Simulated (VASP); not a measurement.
# CaF2 (Fm-3m) in VASP: single point with r2SCAN

Aim: the single point of CaF2 with r2SCAN.

Everything below comes from runs of VASP 6.6.1. Logs are shortened: lines on timing, memory, paths and dates and some standing lists are left out, and cuts for length are marked.

### Step 1. The cell of the first run

The structure is cubic, space group Fm-3m (No. 225). Conventional cell: a = 5.420 Å, b = 5.420 Å, c = 5.420 Å, α = 90.00°, β = 90.00°, γ = 90.00°. Ca (site symmetry m-3m) has 8 F at 2.35 Å within 3.1 Å. F (site symmetry -43m) has 4 Ca at 2.35 Å and 6 F at 2.71 Å within 3.1 Å.

### Step 2. Single point, r2SCAN

POSCAR reads:

```
CaF2
1.0
    0.0000000000      2.7101721594      2.7101721594
    2.7101721594      0.0000000000      2.7101721594
    2.7101721594      2.7101721594      0.0000000000
Ca F
1 2
Direct
    0.0000000000      0.0000000000      0.0000000000
    0.2500000000      0.2500000000      0.2500000000
    0.7500000000      0.7500000000      0.7500000000
```

INCAR.step1 reads:

```
  PREC = Accurate
  ENCUT = 660
  ISMEAR = 0
  SIGMA = 0.02
  LREAL = False
  LASPH = True
  NELM = 120
  NBANDS = 19
  GGA = PE
  ALGO = Normal
  EDIFF = 1E-5
  LWAVE = True
  LCHARG = False
  GGA_COMPAT = False
```

INCAR.step2 reads:

```
  PREC = Accurate
  ENCUT = 660
  EDIFF = 1E-6
  ISMEAR = 0
  SIGMA = 0.02
  LREAL = False
  LASPH = True
  NELM = 120
  ALGO = Normal
  ISIF = 2
  LWAVE = False
  LCHARG = True
  METAGGA = R2SCAN
  LMIXTAU = True
  LELF = True
  LVHAR = True
  NBANDS = 19
  ISTART = 1
  GGA_COMPAT = False
```

KPOINTS reads:

```
regular mesh
0
Gamma
  8 8 8
```

Potentials or basis: VASP PAW PBE potentials, release 64 (Ca_sv, F).

Run with:

```sh
$ cat potpaw_PBE.64/Ca_sv/POTCAR potpaw_PBE.64/F/POTCAR > POTCAR
$ cp INCAR.step1 INCAR
$ mpirun -np 1 vasp_std > vasp.out
$ cp INCAR.step2 INCAR
$ mpirun -np 1 vasp_std > vasp.out
```

OUTCAR:

```text
PREC = Accurate
   ENCUT = 660
   EDIFF = 1E-6
   ISMEAR = 0
   LREAL = False
   LASPH = True
   NELM = 120
   ISIF = 2
   METAGGA = R2SCAN
   ISTART = 1

 ion  position               nearest neighbor table
   1  0.000  0.000  0.000-   3 2.35   3 2.35   3 2.35   2 2.35   3 2.35   2 2.35   2 2.35   2 2.35

   2  0.250  0.250  0.250-   1 2.35   1 2.35   1 2.35   1 2.35
   3  0.750  0.750  0.750-   1 2.35   1 2.35   1 2.35   1 2.35

  LATTYP: Found a face centered cubic cell.
 ALAT       =     5.4203443188

  Lattice vectors:

 A1 = (   0.0000000000,   2.7101721594,   2.7101721594)
 A2 = (   2.7101721594,   0.0000000000,   2.7101721594)
 A3 = (   2.7101721594,   2.7101721594,   0.0000000000)

Analysis of symmetry for initial positions (statically):
=====================================================================
 Subroutine PRICEL returns:
 Original cell was already a primitive cell.

 Routine SETGRP: Setting up the symmetry group for a
 face centered cubic supercell.

 Subroutine GETGRP returns: Found 48 space group operations
 (whereof 48 operations were pure point group operations)
 out of a pool of 48 trial point group operations.

The static configuration has the point symmetry O_h .

Analysis of symmetry for dynamics (positions and initial velocities):
=====================================================================
 Subroutine PRICEL returns:
 Original cell was already a primitive cell.

 Routine SETGRP: Setting up the symmetry group for a
 face centered cubic supercell.

 Subroutine GETGRP returns: Found 48 space group operations
 (whereof 48 operations were pure point group operations)
 out of a pool of 48 trial point group operations.

The dynamic configuration has the point symmetry O_h .

 Subroutine INISYM returns: Found 48 space group operations
 (whereof 48 operations are pure point group operations),
 and found     1 'primitive' translations

----------------------------------------------------------------------------------------

                                     Primitive cell

  volume of cell :      39.8126

  direct lattice vectors                    reciprocal lattice vectors
     0.000000000  2.710172159  2.710172159    -0.184490125  0.184490125  0.184490125
     2.710172159  0.000000000  2.710172159     0.184490125 -0.184490125  0.184490125
     2.710172159  2.710172159  0.000000000     0.184490125  0.184490125 -0.184490125

  length of vectors
     3.832762224  3.832762224  3.832762224     0.319546270  0.319546270  0.319546270

  position of ions in fractional coordinates (direct lattice)
     0.000000000  0.000000000  0.000000000
     0.250000000  0.250000000  0.250000000
     0.750000000  0.750000000  0.750000000

  ion indices of the primitive-cell ions
   primitive index   ion index
                 1           1
                 2           2
                 3           3

----------------------------------------------------------------------------------------

 KPOINTS: regular mesh

Automatic generation of k-mesh.
 Grid dimensions read from file:
 generate k-points for:    8    8    8

 Generating k-lattice:

  Cartesian coordinates                     Fractional coordinates (reciprocal lattice)
    -0.023061266  0.023061266  0.023061266     0.125000000  0.000000000  0.000000000
     0.023061266 -0.023061266  0.023061266     0.000000000  0.125000000  0.000000000
     0.023061266  0.023061266 -0.023061266     0.000000000  0.000000000  0.125000000

  Length of vectors
     0.039943284  0.039943284  0.039943284

  Shift w.r.t. Gamma in fractional coordinates (k-lattice)
     0.000000000  0.000000000  0.000000000

 Subroutine IBZKPT returns following result:
 ===========================================

 Found     29 irreducible k-points:

 Following reciprocal coordinates:
            Coordinates               Weight
  0.000000  0.000000  0.000000      1.000000
  0.125000  0.000000  0.000000      8.000000
  0.250000  0.000000  0.000000      8.000000
  0.375000  0.000000  0.000000      8.000000
  0.500000  0.000000  0.000000      4.000000
  0.125000  0.125000  0.000000      6.000000
[... 16 lines left out ...]
  0.500000  0.250000  0.125000     48.000000
 -0.375000  0.250000  0.125000     24.000000
 [... further k-points ...]
   k-points           NKPTS =     29   k-points in BZ     NKDIM =     29   number of bands    NBANDS=     19
   number of dos      NEDOS =    301   number of ions     NIONS =      3
   total plane-waves  NPLWV =  32768
   dimension x,y,z NGX =    32 NGY =   32 NGZ =   32
   dimension x,y,z NGXF=    64 NGYF=   64 NGZF=   64
   ions per type =               1   2
   NGX,Y,Z   is equivalent  to a cutoff of  13.88, 13.88, 13.88 a.u.
   NGXF,Y,Z  is equivalent  to a cutoff of  27.76, 27.76, 27.76 a.u.
 SYSTEM =  unknown system
   PREC   = accura    normal or accurate (medium, high low for compatibility)
   ISTART =      1    job   : 0-new  1-cont  2-samecut
   ICHARG =      0    charge: 1-file 2-atom 10-const
   ISPIN  =      1    spin polarized calculation?
   LNONCOLLINEAR =      F non collinear calculations
   LSORBIT =      F    spin-orbit coupling
   LASPH  =      T    aspherical Exc in radial PAW
   ENCUT  =  660.0 eV  48.51 Ry    6.96 a.u.   8.03  8.03  8.03*2*pi/ulx,y,z
   NELM   =    120;   NELMIN=  2; NELMDL=  0     # of ELM steps
   EDIFF  = 0.1E-05   stopping-criterion for ELM
   LREAL  =      F    real-space projection
   EDIFFG = 0.1E-04   stopping-criterion for IOM
   NSW    =      0    number of steps for IOM
   IBRION =     -1    ionic relax: 0-MD 1-quasi-New 2-CG
   NFREE  =      0    steps in history (QN), initial steepest desc. (CG)
   ISIF   =      2    stress and relaxation
   ISYM   =      2    0-nonsym 1-usesym 2-fastsym
   POTIM  = 0.5000    time-step for ionic-motion
   TEBEG  =    0.0;   TEEND  =   0.0 temperature during run
   PSTRESS=    0.0 pullay stress
   NELECT =      24.0000    total number of electrons
   NUPDOWN=      -1.0000    fix difference up-down
   EMIN   =  10.00;   EMAX   =-10.00  energy-range for DOS
   EFERMI =   0.00;   METHOD = LEGACY
   ISMEAR =     0;   SIGMA  =   0.02  broadening in eV -4-tet -1-fermi 0-gaus
   EFERMI_NEDOS =   21; number of points for ismear=-14 and -15
   IALGO  =     38    algorithm
   IMIX   =      4    mixing-type and parameters
     AMIX     =   0.40;   BMIX     =  1.00
     AMIX_MAG =   1.60;   BMIX_MAG =  1.00
  volume/ion in A,a.u.               =      13.27        89.56
  Fermi-wavevector in a.u.,A,eV,Ry     =   1.382945  2.613388 26.021659  1.912538
  Thomas-Fermi vector in A             =   2.507589
   LORBIT       =      0    0 simple, 1 ext, 2 COOP (PROOUT), +10 PAW based schemes
   METAGGA = R2SCAN    functional components
   LHFCALC =     F    Hartree Fock is set to
   AEXX    =    0.0000 exact exchange contribution
   IVDW    =     0    specifies the selected vdW correction
   LEPSILON=     F    determine dielectric tensor
   LRPA    =     F    only Hartree local field effects (RPA)
 non-spin polarized calculation
 Gauss-broadening in eV      SIGMA  =   0.02
  energy-cutoff  :      660.00
  volume of cell :       39.81
 maximum number of plane-waves:      1543
   NGX = 17   NGY = 17   NGZ = 17

 number of electron      23.9999987 magnetization

 Free energy of the ion-electron system (eV)
  ---------------------------------------------------
  ext. energy  EPLUGINS =         0.00000000
  ---------------------------------------------------
  free energy    TOTEN  =       -25.95509272 eV

  energy without entropy =      -25.95509272  energy(sigma->0) =      -25.95509272

 E-fermi :  -1.2154     XC(G=0): -10.3678

 val. band max:       -1.4243600879   @ k =   0.5000   0.5000   0.0000
 cond. band min:       6.6639721096   @ k =   0.0000   0.0000   0.0000
 fundamental gap:      8.0883321974
 Fermi energy:        -1.2154262852

 k-point     1 :       0.0000    0.0000    0.0000
  band No.  band energies     occupation
      1     -38.5569      2.00000
      2     -22.5437      2.00000
      3     -21.7601      2.00000
      4     -18.6199      2.00000
      5     -18.6199      2.00000
      6     -18.6199      2.00000
[... 11 lines left out ...]
     18      10.9227      0.00000
     19      16.6072      0.00000

 k-point     2 :       0.1250    0.0000    0.0000
  band No.  band energies     occupation
      1     -38.5513      2.00000
      2     -22.5733      2.00000
      3     -21.7997      2.00000
      4     -18.6267      2.00000
      5     -18.6267      2.00000
      6     -18.5625      2.00000
[... 11 lines left out ...]
     18      10.8790      0.00000
     19      15.8781      0.00000

 k-point     3 :       0.2500    0.0000    0.0000
  band No.  band energies     occupation
      1     -38.5377      2.00000
      2     -22.6188      2.00000
      3     -21.9257      2.00000
      4     -18.6431      2.00000
      5     -18.6431      2.00000
      6     -18.4157      2.00000
[... 11 lines left out ...]
     18      10.7746      0.00000
     19      14.6168      0.00000

 k-point     4 :       0.3750    0.0000    0.0000
  band No.  band energies     occupation
      1     -38.5241      2.00000
      2     -22.6200      2.00000
      3     -22.0997      2.00000
      4     -18.6593      2.00000
      5     -18.6593      2.00000
      6     -18.2598      2.00000
[... 11 lines left out ...]
     18      10.6713      0.00000
     19      13.7937      0.00000

 k-point     5 :       0.5000    0.0000    0.0000
  band No.  band energies     occupation
      1     -38.5184      2.00000
      2     -22.5978      2.00000
      3     -22.1950      2.00000
      4     -18.6660      2.00000
      5     -18.6660      2.00000
      6     -18.1932      2.00000
[... 11 lines left out ...]
     18      10.6289      0.00000
     19      13.6590      0.00000

 k-point     6 :       0.1250    0.1250    0.0000
  band No.  band energies     occupation
      1     -38.5495      2.00000
      2     -22.5865      2.00000
      3     -21.8075      2.00000
      4     -18.6368      2.00000
      5     -18.6368      2.00000
      6     -18.5297      2.00000
[... 11 lines left out ...]
     18      10.8502      0.00000
     19      16.2626      0.00000

 k-point     7 :       0.2500    0.1250    0.0000
  band No.  band energies     occupation
      1     -38.5385      2.00000
      2     -22.6311      2.00000
      3     -21.8975      2.00000
      4     -18.6555      2.00000
      5     -18.6365      2.00000
      6     -18.4227      2.00000
[... 11 lines left out ...]
     18      10.8030      0.00000
     19      15.3167      0.00000

 k-point     8 :       0.3750    0.1250    0.0000
  band No.  band energies     occupation
      1     -38.5249      2.00000
      2     -22.6372      2.00000
      3     -22.0688      2.00000
      4     -18.6718      2.00000
      5     -18.6167      2.00000
      6     -18.3011      2.00000
[... 256 lines left out ...]
 k-point    20 :      -0.3750    0.3750    0.0000
  band No.  band energies     occupation
      1     -38.5068      2.00000
      2     -22.6283      2.00000
      3     -22.2964      2.00000
      4     -18.7124      2.00000
      5     -18.5424      2.00000
      6     -18.1768      2.00000
[... 11 lines left out ...]
     18      13.4809      0.00000
     19      14.4874      0.00000

 k-point    21 :       0.5000    0.5000    0.0000
  band No.  band energies     occupation
      1     -38.5057      2.00000
      2     -22.8067      2.00000
      3     -22.0721      2.00000
      4     -18.7348      2.00000
      5     -18.7348      2.00000
      6     -18.0123      2.00000
[... 11 lines left out ...]
     18      13.0984      0.00000
     19      14.3945      0.00000

 k-point    22 :       0.3750    0.2500    0.1250
  band No.  band energies     occupation
      1     -38.5276      2.00000
      2     -22.6551      2.00000
      3     -22.0110      2.00000
      4     -18.6673      2.00000
      5     -18.6169      2.00000
      6     -18.3356      2.00000
[... 11 lines left out ...]
     18      10.8781      0.00000
     19      15.1565      0.00000

 k-point    23 :       0.5000    0.2500    0.1250
  band No.  band energies     occupation
      1     -38.5166      2.00000
      2     -22.6132      2.00000
      3     -22.2017      2.00000
      4     -18.6856      2.00000
      5     -18.5390      2.00000
      6     -18.2850      2.00000
[... 11 lines left out ...]
     18      11.4526      0.00000
     19      14.5655      0.00000

 k-point    24 :      -0.3750    0.2500    0.1250
  band No.  band energies     occupation
      1     -38.5121      2.00000
      2     -22.5380      2.00000
      3     -22.3408      2.00000
      4     -18.6937      2.00000
      5     -18.4954      2.00000
      6     -18.2714      2.00000
[... 11 lines left out ...]
     18      11.9422      0.00000
     19      14.1623      0.00000

 [... further k-points ...]

------------------------ aborting loop because EDIFF is reached ----------------------------------------

  FORCE on cell =-STRESS in cart. coord.  units (eV):
  Direction    XX          YY          ZZ          XY          YZ          ZX
  --------------------------------------------------------------------------------------
  -------------------------------------------------------------------------------------
  Total        0.3485331      0.3485331      0.3485331      0.0000000      0.0000000      0.0000000
  in kB       14.0260055     14.0260055     14.0260055      0.0000000      0.0000000      0.0000000
  external PRESSURE =      14.0260055 kB  Pullay stress =       0.0000000 kB

 VOLUME and BASIS-vectors are now :
 -----------------------------------------------------------------------------
  energy-cutoff  :      660.00
  volume of cell :       39.81
      direct lattice vectors                 reciprocal lattice vectors
     0.000000000  2.710172159  2.710172159    -0.184490125  0.184490125  0.184490125
     2.710172159  0.000000000  2.710172159     0.184490125 -0.184490125  0.184490125
     2.710172159  2.710172159  0.000000000     0.184490125  0.184490125 -0.184490125

 POSITION                                       TOTAL-FORCE (eV/Angst)
 -----------------------------------------------------------------------------------
      0.00000      0.00000      0.00000         0.000000      0.000000      0.000000
      1.35509      1.35509      1.35509        -0.000000     -0.000000      0.000000
      4.06526      4.06526      4.06526         0.000000     -0.000000     -0.000000
 -----------------------------------------------------------------------------------
    total drift:                                0.000000     -0.000000      0.000000

  FREE ENERGIE OF THE ION-ELECTRON SYSTEM (eV)
  ---------------------------------------------------
  free  energy   TOTEN  =       -25.9550927240 eV

  energy  without entropy=      -25.9550927240  energy(sigma->0) =      -25.95509272
```

It took 2.6 min on 1 thread of Intel Xeon 8259CL, shared host; peak memory 0.17 GiB.

Results:

```yaml
Free_energy: -25.9551 eV
Pressure: 1.4 GPa
Band_gap_on_the_k_mesh: 8.09 eV (least direct gap 8.35 eV)
```

Levels at points of the mesh, in eV from the valence-band top:
```tsv
k point	band 9	band 10	band 11	band 12	band 13	band 14	band 15	band 16
(0.00, 0.00, 0.00)	-2.17	-0.26	-0.26	-0.26	8.09	10.10	10.10	12.35
(0.50, 0.00, 0.00)	-1.29	-1.27	-0.85	-0.85	10.30	10.30	10.82	11.35
(0.50, 0.50, 0.00)	-1.68	-0.37	-0.37	0.00	8.82	10.58	11.06	11.95
```

Caveat: the PAW data sets were made with another functional, which shifts forces and pressure a little.
